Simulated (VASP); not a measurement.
# Nb in VASP: single point with PBE

Aim: the single point of Nb with PBE.

Everything below comes from runs of VASP 6.6.1. Logs are shortened: lines on timing, memory, paths and dates and some standing lists are left out, and cuts for length are marked.

### 1 The cell of the first run

The cell holds a slab with vacuum, 5 atoms: a = 2.991 Å, b = 2.991 Å, c = 24.769 Å, α = 90.00°, β = 90.00°, γ = 120.00°.

### 2 Single point, PBE

INCAR

```
SYSTEM = Nb
PREC     = Accurate       ! precision mode
ENCUT    = 520            ! plane-wave cutoff, eV
EDIFF    = 1E-6           ! SCF threshold, eV
ISMEAR   = -1             ! smearing method
SIGMA    = 0.05           ! smearing width, eV
LREAL    = .False.        ! projectors in reciprocal space
LASPH    = .True.         ! aspherical terms in the spheres
NELM     = 80             ! most SCF steps
ALGO     = Normal         ! electronic algorithm
ISIF     = 2              ! what is computed and relaxed
LWAVE    = .False.        ! write WAVECAR
LCHARG   = .True.         ! write CHGCAR
LDIPOL   = .True.       
IDIPOL   = 3            
DIPOL    = 0.5 0.5 0.500
GGA      = PE             ! functional
LELF     = .True.         ! ELF
LVHAR    = .True.       
LVACPOTAV= .True.       
NBANDS   = 40             ! bands
```

KPOINTS

```
regular mesh
0
Gamma
  10 10 1
  0 0 0
```

POSCAR

```
Nb
1.0
    2.9910616844      0.0000000000      0.0000000000
   -1.4955308422      2.5903354030      0.0000000000
    0.0000000000      0.0000000000     24.7687665547
Nb
5
Direct
    0.6666666667      0.3333333333      0.3028007060
    0.3333333333      0.6666666667      0.4014003530
    0.0000000000      0.0000000000      0.5000000000
    0.6666666667      0.3333333333      0.5985996470
    0.3333333333      0.6666666667      0.6971992940
```

Potentials or basis: VASP PAW PBE potentials, release 64 (Nb_sv).

Command:

```console
$ cat potpaw_PBE.64/Nb_sv/POTCAR > POTCAR
$ mpirun -np 1 vasp_std > vasp.out
```

OUTCAR:

```text
SYSTEM = Nb
   PREC = Accurate
   ENCUT = 520
   EDIFF = 1E-6
   ISMEAR = -1
   LREAL = .False.
   LASPH = .True.
   NELM = 80
   ISIF = 2
   GGA = PE

 ion  position               nearest neighbor table
   1  0.667  0.333  0.303-   2 2.99   2 2.99   2 2.99
   2  0.333  0.667  0.401-   3 2.99   1 2.99   1 2.99   3 2.99   3 2.99   1 2.99
   3  0.000  0.000  0.500-   2 2.99   4 2.99   4 2.99   2 2.99   4 2.99   2 2.99
   4  0.667  0.333  0.599-   5 2.99   3 2.99   5 2.99   3 2.99   3 2.99   5 2.99
   5  0.333  0.667  0.697-   4 2.99   4 2.99   4 2.99

  LATTYP: Found a hexagonal cell.
 ALAT       =     2.9910616844
 C/A-ratio  =     8.2809280343

  Lattice vectors:

 A1 = (   2.9910616844,   0.0000000000,   0.0000000000)
 A2 = (  -1.4955308422,   2.5903354030,   0.0000000000)
 A3 = (   0.0000000000,   0.0000000000,  24.7687665547)

Analysis of symmetry for initial positions (statically):
=====================================================================
 Subroutine PRICEL returns:
 Original cell was already a primitive cell.

 Routine SETGRP: Setting up the symmetry group for a
 hexagonal supercell.

 Subroutine GETGRP returns: Found 12 space group operations
 (whereof 12 operations were pure point group operations)
 out of a pool of 24 trial point group operations.

The static configuration has the point symmetry D_3d.

Analysis of symmetry for dynamics (positions and initial velocities):
=====================================================================
 Subroutine PRICEL returns:
 Original cell was already a primitive cell.

 Routine SETGRP: Setting up the symmetry group for a
 hexagonal supercell.

 Subroutine GETGRP returns: Found 12 space group operations
 (whereof 12 operations were pure point group operations)
 out of a pool of 24 trial point group operations.

The dynamic configuration has the point symmetry D_3d.

 Subroutine INISYM returns: Found 12 space group operations
 (whereof 12 operations are pure point group operations),
 and found     1 'primitive' translations

----------------------------------------------------------------------------------------

                                     Primitive cell

  volume of cell :     191.9048

  direct lattice vectors                    reciprocal lattice vectors
     2.991061684  0.000000000  0.000000000     0.334329447  0.193025196  0.000000000
    -1.495530842  2.590335403  0.000000000     0.000000000  0.386050393  0.000000000
     0.000000000  0.000000000 24.768766555     0.000000000  0.000000000  0.040373427

  length of vectors
     2.991061684  2.991061684 24.768766555     0.386050393  0.386050393  0.040373427

  position of ions in fractional coordinates (direct lattice)
     0.666666667  0.333333333  0.302800706
     0.333333333  0.666666667  0.401400353
     0.000000000  0.000000000  0.500000000
     0.666666667  0.333333333  0.598599647
     0.333333333  0.666666667  0.697199294

  ion indices of the primitive-cell ions
   primitive index   ion index
                 1           1
                 2           2
                 3           3
                 4           4
                 5           5

----------------------------------------------------------------------------------------

 KPOINTS: regular mesh

Automatic generation of k-mesh.
 Grid dimensions read from file:
 generate k-points for:   10   10    1

 Generating k-lattice:

  Cartesian coordinates                     Fractional coordinates (reciprocal lattice)
     0.033432945  0.019302520  0.000000000     0.100000000  0.000000000  0.000000000
     0.000000000  0.038605039  0.000000000     0.000000000  0.100000000  0.000000000
     0.000000000  0.000000000  0.040373427     0.000000000  0.000000000  1.000000000

  Length of vectors
     0.038605039  0.038605039  0.040373427

  Shift w.r.t. Gamma in fractional coordinates (k-lattice)
     0.000000000  0.000000000  0.000000000

 Subroutine IBZKPT returns following result:
 ===========================================

 Found     14 irreducible k-points:

 Following reciprocal coordinates:
            Coordinates               Weight
  0.000000  0.000000  0.000000      1.000000
  0.100000 -0.000000  0.000000      6.000000
  0.200000 -0.000000  0.000000      6.000000
  0.300000  0.000000  0.000000      6.000000
  0.400000 -0.000000  0.000000      6.000000
  0.500000  0.000000  0.000000      3.000000
  0.100000  0.100000  0.000000      6.000000
  0.200000  0.100000  0.000000     12.000000
  0.300000  0.100000  0.000000     12.000000
  0.400000  0.100000  0.000000     12.000000
  0.200000  0.200000  0.000000      6.000000
  0.300000  0.200000  0.000000     12.000000
  0.400000  0.200000  0.000000      6.000000
  0.300000  0.300000  0.000000      6.000000
   k-points           NKPTS =     14   k-points in BZ     NKDIM =     14   number of bands    NBANDS=     40
   number of dos      NEDOS =    301   number of ions     NIONS =      5
   total plane-waves  NPLWV = 110592
   dimension x,y,z NGX =    24 NGY =   24 NGZ =  192
   dimension x,y,z NGXF=    48 NGYF=   48 NGZF=  384
   ions per type =               5
   NGX,Y,Z   is equivalent  to a cutoff of  13.34, 13.34, 12.89 a.u.
   NGXF,Y,Z  is equivalent  to a cutoff of  26.68, 26.68, 25.77 a.u.
 SYSTEM =  Nb
   PREC   = accura    normal or accurate (medium, high low for compatibility)
   ISTART =      0    job   : 0-new  1-cont  2-samecut
   ICHARG =      2    charge: 1-file 2-atom 10-const
   ISPIN  =      1    spin polarized calculation?
   LNONCOLLINEAR =      F non collinear calculations
   LSORBIT =      F    spin-orbit coupling
   LASPH  =      T    aspherical Exc in radial PAW
   ENCUT  =  520.0 eV  38.22 Ry    6.18 a.u.   5.56  5.56 46.05*2*pi/ulx,y,z
   NELM   =     80;   NELMIN=  2; NELMDL= -5     # of ELM steps
   EDIFF  = 0.1E-05   stopping-criterion for ELM
   LREAL  =      F    real-space projection
   EDIFFG = 0.1E-04   stopping-criterion for IOM
   NSW    =      0    number of steps for IOM
   IBRION =     -1    ionic relax: 0-MD 1-quasi-New 2-CG
   NFREE  =      0    steps in history (QN), initial steepest desc. (CG)
   ISIF   =      2    stress and relaxation
   ISYM   =      2    0-nonsym 1-usesym 2-fastsym
   POTIM  = 0.5000    time-step for ionic-motion
   TEBEG  =    0.0;   TEEND  =   0.0 temperature during run
   PSTRESS=    0.0 pullay stress
   NELECT =      65.0000    total number of electrons
   NUPDOWN=      -1.0000    fix difference up-down
   EMIN   =  10.00;   EMAX   =-10.00  energy-range for DOS
   EFERMI =   0.00;   METHOD = LEGACY
   ISMEAR =    -1;   SIGMA  =   0.05  broadening in eV -4-tet -1-fermi 0-gaus
   EFERMI_NEDOS =   21; number of points for ismear=-14 and -15
   IALGO  =     38    algorithm
   IMIX   =      4    mixing-type and parameters
     AMIX     =   0.40;   BMIX     =  1.00
     AMIX_MAG =   1.60;   BMIX_MAG =  1.00
  volume/ion in A,a.u.               =      38.38       259.01
  Fermi-wavevector in a.u.,A,eV,Ry     =   1.141171  2.156500 17.718474  1.302271
  Thomas-Fermi vector in A             =   2.277872
   LORBIT       =      0    0 simple, 1 ext, 2 COOP (PROOUT), +10 PAW based schemes
   GGA     = PE    functional components
[... 5 lines left out ...]
 non-spin polarized calculation
  energy-cutoff  :      520.00
  volume of cell :      191.90
 maximum number of plane-waves:      5241
 NGX is ok and might be reduce to    24
   NGX = 11   NGY = 11   NGZ = 93

 number of electron      64.9999995 magnetization

 dipolmoment           0.000000      0.000000     -0.000000 electrons x Angstroem

 Free energy of the ion-electron system (eV)
  ---------------------------------------------------
  ext. energy  EPLUGINS =         0.00000000
  ---------------------------------------------------
  free energy    TOTEN  =       -47.39067450 eV

  energy without entropy =      -47.30245352  energy(sigma->0) =      -47.34656401

 E-fermi :   3.2534     XC(G=0):  -6.8566

 val. band max:        3.2455112104   @ k =   0.3000   0.2000   0.0000
 cond. band min:       3.2582505550   @ k =   0.3000   0.3000   0.0000
 fundamental gap:      0.0127393446
 Fermi energy:         3.2534068043

 k-point     1 :       0.0000    0.0000    0.0000
  band No.  band energies     occupation
      1     -51.6107      2.00000
      2     -51.5969      2.00000
      3     -51.5440      2.00000
      4     -51.4916      2.00000
      5     -51.4368      2.00000
      6     -28.1044      2.00000
[... 32 lines left out ...]
     39       3.7559      0.00009
     40       3.7559      0.00009

 k-point     2 :       0.1000   -0.0000    0.0000
  band No.  band energies     occupation
      1     -51.5962      2.00000
      2     -51.5836      2.00000
      3     -51.5321      2.00000
      4     -51.4817      2.00000
      5     -51.4285      2.00000
      6     -28.0729      2.00000
[... 32 lines left out ...]
     39       3.9376      0.00000
     40       3.9649      0.00000

 k-point     3 :       0.2000   -0.0000    0.0000
  band No.  band energies     occupation
      1     -51.5574      2.00000
      2     -51.5483      2.00000
      3     -51.5002      2.00000
      4     -51.4559      2.00000
      5     -51.4073      2.00000
      6     -27.9892      2.00000
[... 32 lines left out ...]
     39       4.3840      0.00000
     40       4.5639      0.00000

 k-point     4 :       0.3000    0.0000    0.0000
  band No.  band energies     occupation
      1     -51.5081      2.00000
      2     -51.5035      2.00000
      3     -51.4591      2.00000
      4     -51.4245      2.00000
      5     -51.3831      2.00000
      6     -27.9233      2.00000
[... 32 lines left out ...]
     39       5.1307      0.00000
     40       5.2198      0.00000
[... 342 lines left out ...]
     39       5.3982      0.00000
     40       5.6266      0.00000

 k-point    13 :       0.4000    0.2000    0.0000
  band No.  band energies     occupation
      1     -51.4392      2.00000
      2     -51.4392      2.00000
      3     -51.3916      2.00000
      4     -51.3837      2.00000
      5     -51.3616      2.00000
      6     -28.0285      2.00000
[... 32 lines left out ...]
     39       5.6325      0.00000
     40       6.1585      0.00000

 k-point    14 :       0.3000    0.3000    0.0000
  band No.  band energies     occupation
      1     -51.4346      2.00000
      2     -51.4345      2.00000
      3     -51.3847      2.00000
      4     -51.3810      2.00000
      5     -51.3622      2.00000
      6     -27.9261      2.00000
[... 32 lines left out ...]
     39       5.2436      0.00000
     40       5.3473      0.00000

------------------------ aborting loop because EDIFF is reached ----------------------------------------

  FORCE on cell =-STRESS in cart. coord.  units (eV):
  Direction    XX          YY          ZZ          XY          YZ          ZX
  --------------------------------------------------------------------------------------
  -------------------------------------------------------------------------------------
  Total       -5.8556342     -5.8556342      0.2028450      0.0000000      0.0000000      0.0000000
  in kB      -48.8876063    -48.8876063      1.6935151      0.0000000      0.0000000      0.0000000
  external PRESSURE =     -32.0272325 kB  Pullay stress =       0.0000000 kB

 VOLUME and BASIS-vectors are now :
 -----------------------------------------------------------------------------
  energy-cutoff  :      520.00
  volume of cell :      191.90
      direct lattice vectors                 reciprocal lattice vectors
     2.991061684  0.000000000  0.000000000     0.334329447  0.193025196  0.000000000
    -1.495530842  2.590335403  0.000000000     0.000000000  0.386050393  0.000000000
     0.000000000  0.000000000 24.768766555     0.000000000  0.000000000  0.040373427

 POSITION                                       TOTAL-FORCE (eV/Angst)
 -----------------------------------------------------------------------------------
      1.49553      0.86345      7.50000         0.000000      0.000000      0.072537
     -0.00000      1.72689      9.94219        -0.000000      0.000000     -0.196843
      0.00000      0.00000     12.38438        -0.000000      0.000000      0.000000
      1.49553      0.86345     14.82657         0.000000     -0.000000      0.196843
     -0.00000      1.72689     17.26877         0.000000     -0.000000     -0.072537
 -----------------------------------------------------------------------------------
    total drift:                               -0.000000      0.000000      0.000000

  FREE ENERGIE OF THE ION-ELECTRON SYSTEM (eV)
  ---------------------------------------------------
  free  energy   TOTEN  =       -47.3906745043 eV

  energy  without entropy=      -47.3024535150  energy(sigma->0) =      -47.34656401

 vacuum level on the upper side and lower side of the slab         7.623         7.623
```

Run time: 2.8 min. Hardware: 1 thread of Intel Xeon Platinum 8559C (Emerald Rapids), shared host; peak memory 0.34 GiB.

Results:

```
Free energy   : -47.3907 eV
Largest force : 0.197 eV/Å
```

Forces on the atoms (eV/Å):
```
Nb   0.000  0.000  0.073
Nb   0.000  0.000 -0.197
Nb   0.000  0.000  0.000
Nb   0.000  0.000  0.197
Nb   0.000  0.000 -0.073
```
